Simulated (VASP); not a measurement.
Wanted: the native input for a VASP 6.6.1 run.

```yaml
Task: single point
Functional: PBE
Potentials_or_basis: VASP PAW PBE potentials, release 64 (Al, H)
Cutoff: 520 eV
k_mesh: 5 × 5 × 1
Occupations: gaussian, width 0.1 eV
Spin: no spin polarisation
Dipole_correction: yes
Further_INCAR_settings: ALGO = Normal; EDIFF = 1e-06; NBANDS = 32
```

The structure of Al6H lies in POSCAR:

```
Al6H
1.0
    5.7135165837      0.0000000000      0.0000000000
    0.0000000000      5.7135165837      0.0000000000
    0.0000000000      0.0000000000     22.1746954317
Al H
12 2
Direct
    0.2500000000      0.2500000000      0.1803857921
    0.2500000000      0.7500000000      0.1803857921
    0.7500000000      0.2500000000      0.1803857921
    0.7500000000      0.7500000000      0.1803857921
    0.0000000000      0.0000000000      0.2744050922
    0.0000000000      0.5000000000      0.2744050922
    0.5000000000      0.0000000000      0.2744050922
    0.5000000000      0.5000000000      0.2744050922
    0.2500000000      0.2500000000      0.3686497277
    0.2500000000      0.7500000000      0.3686497277
    0.7500000000      0.2500000000      0.3686497277
    0.7500000000      0.7500000000      0.3686497277
    0.2500000000      0.8966485891      0.5309969405
    0.2500000000      1.1033514109      0.5309969405
```

These files were run (other wordings do the same):

INCAR

```
PREC = Accurate ; ENCUT = 520
EDIFF = 1E-6 ; ISMEAR = 0
SIGMA = 0.1 ; LREAL = F
LASPH = T ; NELM = 80
ALGO = Normal ; ISIF = 2
LWAVE = F ; LCHARG = T
LDIPOL = T ; IDIPOL = 3
DIPOL = 0.5 0.5 0.311 ; GGA = PE
LELF = T ; LVHAR = T
LVACPOTAV = T ; NBANDS = 32
```

KPOINTS

```
regular mesh
0
Gamma
  5 5 1
```

Potentials or basis: VASP PAW PBE potentials, release 64 (Al, H).

Command:

```console
$ cat potpaw_PBE.64/Al/POTCAR potpaw_PBE.64/H/POTCAR > POTCAR
$ mpirun -np 1 vasp_std > vasp.out
```

It gave:

| Quantity | Value |
| --- | --- |
| Largest force | 4.627 eV/Å |
| Band gap on the k mesh | zero (band 19 reaches -0.60 eV, above the bottom of band 20 at -1.12 eV) |

Run time: 7.7 min on 1 thread of Intel(R) Xeon(R) Platinum 8488C (Sapphire Rapids), on a shared host, peak memory 0.69 GiB.
